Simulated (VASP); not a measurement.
# Al (I4/mmm) in VASP: a series of runs, part 2 of 2

VASP 6.6.1. Earlier steps stand in the parts before.

### Step 4. Single point, r2SCAN (strain +0.080 along x and y, -0.080 along z)

POSCAR reads:

```
Al
1.0
   -1.7219180616      1.7219180616      1.4668190896
    1.7219180616     -1.7219180616      1.4668190896
    1.7219180616      1.7219180616     -1.4668190896
Al
1
Direct
    0.0000000000      0.0000000000      0.0000000000
```

INCAR.step1 reads:

```
PREC     = Accurate       # precision mode
ENCUT    = 520            # plane-wave cutoff, eV
ISMEAR   = 0              # smearing method
SIGMA    = 0.15           # smearing width, eV
LREAL    = F              # projectors in reciprocal space
LASPH    = T              # aspherical terms in the spheres
NELM     = 100            # most SCF steps
NBANDS   = 8              # bands
GGA      = PE             # functional
ALGO     = Normal         # electronic algorithm
EDIFF    = 1E-4           # SCF threshold, eV
LWAVE    = T              # write WAVECAR
LCHARG   = F              # write CHGCAR
```

INCAR.step2 reads:

```
PREC     = Accurate       # precision mode
ENCUT    = 520            # plane-wave cutoff, eV
EDIFF    = 1E-7           # SCF threshold, eV
ISMEAR   = 0              # smearing method
SIGMA    = 0.15           # smearing width, eV
LREAL    = F              # projectors in reciprocal space
LASPH    = T              # aspherical terms in the spheres
NELM     = 100            # most SCF steps
ALGO     = Normal         # electronic algorithm
ISIF     = 2              # what is computed and relaxed
LWAVE    = F              # write WAVECAR
LCHARG   = F              # write CHGCAR
METAGGA  = R2SCAN         # meta-GGA
LMIXTAU  = T            
NBANDS   = 8              # bands
ISTART   = 1
```

KPOINTS reads:

```
Automatic mesh
0
Gamma
  26 26 26
```

Potentials or basis: VASP PAW PBE potentials, release 64 (Al).

Run with:

```sh
$ cat potpaw_PBE.64/Al/POTCAR > POTCAR
$ cp INCAR.step1 INCAR
$ mpirun -np 1 vasp_std > vasp.out
$ cp INCAR.step2 INCAR
$ mpirun -np 1 vasp_std > vasp.out
```

OUTCAR:

```text
PREC = Accurate
   ENCUT = 520
   EDIFF = 1E-7
   ISMEAR = 0
   LREAL = F
   LASPH = T
   NELM = 100
   ISIF = 2
   METAGGA = R2SCAN
   ISTART = 1

 ion  position               nearest neighbor table
   1  0.000  0.000  0.000-

  LATTYP: Found a body centered tetragonal cell.
 ALAT       =     3.4438361232
 C/A-ratio  =     0.8518518519

  Lattice vectors:

 A1 = (  -1.7219180616,   1.7219180616,   1.4668190896)
 A2 = (   1.7219180616,  -1.7219180616,   1.4668190896)
 A3 = (   1.7219180616,   1.7219180616,  -1.4668190896)

Analysis of symmetry for initial positions (statically):
=====================================================================
 Subroutine PRICEL returns:
 Original cell was already a primitive cell.

 Routine SETGRP: Setting up the symmetry group for a
 body centered tetragonal supercell.

 Subroutine GETGRP returns: Found 16 space group operations
 (whereof 16 operations were pure point group operations)
 out of a pool of 16 trial point group operations.
[... 156 lines left out ...]
  ext. energy  EPLUGINS =         0.00000000
  ---------------------------------------------------
  free energy    TOTEN  =        -6.62409611 eV

  energy without entropy =       -6.61957966  energy(sigma->0) =       -6.62183788

 E-fermi :   7.4565     XC(G=0): -10.7244

 val. band max:        7.4559394730   @ k =  -0.2692  -0.3846   0.0385
 cond. band min:       7.4565592131   @ k =   0.2308   0.2308   0.1923
 fundamental gap:      0.0006197401
 Fermi energy:         7.4565336259

 k-point     1 :       0.0000    0.0000    0.0000
  band No.  band energies     occupation
      1      -4.0088      2.00000
      2      18.8067      0.00000
      3      20.9683      0.00000
      4      20.9683      0.00000
      5      21.9689      0.00000
      6      22.9602      0.00000
      7      22.9602      0.00000
      8      24.1652      0.00000
[... 243 lines left out ...]
 k-point    24 :       0.3846    0.0385   -0.0000
  band No.  band energies     occupation
      1       1.1641      2.00000
      2       6.8631      2.00000
      3      14.8425      0.00000
      4      15.1672      0.00000
      5      17.2445      0.00000
      6      19.2330      0.00000
      7      26.1391      0.00000
      8      31.9455      0.00000

 [... further k-points ...]
[... 5 lines left out ...]
  --------------------------------------------------------------------------------------
  -------------------------------------------------------------------------------------
  Total       -0.4912339     -0.4912339     -0.6818150      0.0000000      0.0000000      0.0000000
  in kB      -45.2415395    -45.2415395    -62.7936382      0.0000000      0.0000000      0.0000000
  external PRESSURE =     -51.0922391 kB  Pullay stress =       0.0000000 kB

 VOLUME and BASIS-vectors are now :
 -----------------------------------------------------------------------------
  energy-cutoff  :      520.00
  volume of cell :       17.40
      direct lattice vectors                 reciprocal lattice vectors
    -1.721918062  1.721918062  1.466819090     0.000000000  0.290373863  0.340873666
     1.721918062 -1.721918062  1.466819090     0.290373863  0.000000000  0.340873666
     1.721918062  1.721918062 -1.466819090     0.290373863  0.290373863  0.000000000

 POSITION                                       TOTAL-FORCE (eV/Angst)
 -----------------------------------------------------------------------------------
      0.00000      0.00000      0.00000         0.000000      0.000000      0.000000
 -----------------------------------------------------------------------------------
    total drift:                                0.000000      0.000000      0.000000

  FREE ENERGIE OF THE ION-ELECTRON SYSTEM (eV)
  ---------------------------------------------------
  free  energy   TOTEN  =        -6.6240961057 eV

  energy  without entropy=       -6.6195796556  energy(sigma->0) =       -6.62183788
```

OUTCAR.step1:

```text
PREC = Accurate
   ENCUT = 520
   ISMEAR = 0
   LREAL = F
   LASPH = T
[... 481 lines left out ...]

 POSITION                                       TOTAL-FORCE (eV/Angst)
 -----------------------------------------------------------------------------------
      0.00000      0.00000      0.00000         0.000000      0.000000      0.000000
 -----------------------------------------------------------------------------------
    total drift:                                0.000000      0.000000      0.000000

  FREE ENERGIE OF THE ION-ELECTRON SYSTEM (eV)
  ---------------------------------------------------
  free  energy   TOTEN  =        -3.6687777566 eV

  energy  without entropy=       -3.6639123486  energy(sigma->0) =       -3.66634505
```

OSZICAR.step1:

```text
N       E                     dE             d eps       ncg     rms          rms(c)
DAV:   1    -0.235383703230E+01   -0.23538E+01   -0.84102E+02 21344   0.202E+02
DAV:   2    -0.368354403029E+01   -0.13297E+01   -0.12821E+01 29368   0.180E+01
DAV:   3    -0.369093465898E+01   -0.73906E-02   -0.73816E-02 26848   0.148E+00
DAV:   4    -0.369095314533E+01   -0.18486E-04   -0.18486E-04 31768   0.657E-02
DAV:   5    -0.369095318696E+01   -0.41629E-07   -0.41735E-07 27224   0.197E-03    0.119E+00
DAV:   6    -0.367793984340E+01    0.13013E-01   -0.20085E-03 25376   0.204E-01    0.687E-01
DAV:   7    -0.366878470640E+01    0.91551E-02   -0.59332E-03 25232   0.330E-01    0.132E-01
DAV:   8    -0.366877775661E+01    0.69498E-05   -0.18673E-05 28624   0.296E-02
   1 F= -.36687778E+01 E0= -.36663451E+01  d E =-.486541E-02
```

Run time: 3.1 min. Hardware: 1 thread of Intel Xeon 6975P-C (Granite Rapids), shared host; peak memory 0.27 GiB.

Results:

```
Free energy            : -6.6241 eV
Pressure               : -5.1 GPa
Band gap on the k mesh : zero (an odd number of electrons rules out a gap without spin polarisation)
```

Caveat: the cell differs from its parent crystal (strain +0.080 along x and y, -0.080 along z); the cell stands under tension; the PAW data sets were made with another functional, which shifts forces and pressure a little.

### Step 5. Summary

```csv
cell,gap on the mesh (eV),pressure (GPa)
"a = 2.690 Å, angles 107.3, 107.3, 113.9°, 1 atom",none,7.9
"a = 2.766 Å, angles 106.3, 106.3, 115.9°, 1 atom",none,0.2
"a = 2.843 Å, angles 105.4, 105.4, 117.9°, 1 atom",none,-5.1
```

Alike in all rows: task single point; level r2SCAN; potentials or basis VASP PAW PBE potentials, release 64 (Al); no spin polarisation; k mesh 26 × 26 × 26; cutoff (eV) 520; smearing gaussian 0.15 eV.

Caveats: the PAW data sets were made with another functional, which shifts forces and pressure a little; the cell stands under pressure (at least some runs); the cell stands under tension (at least some runs).

Absolute energies hang on the potentials; compare differences alone.
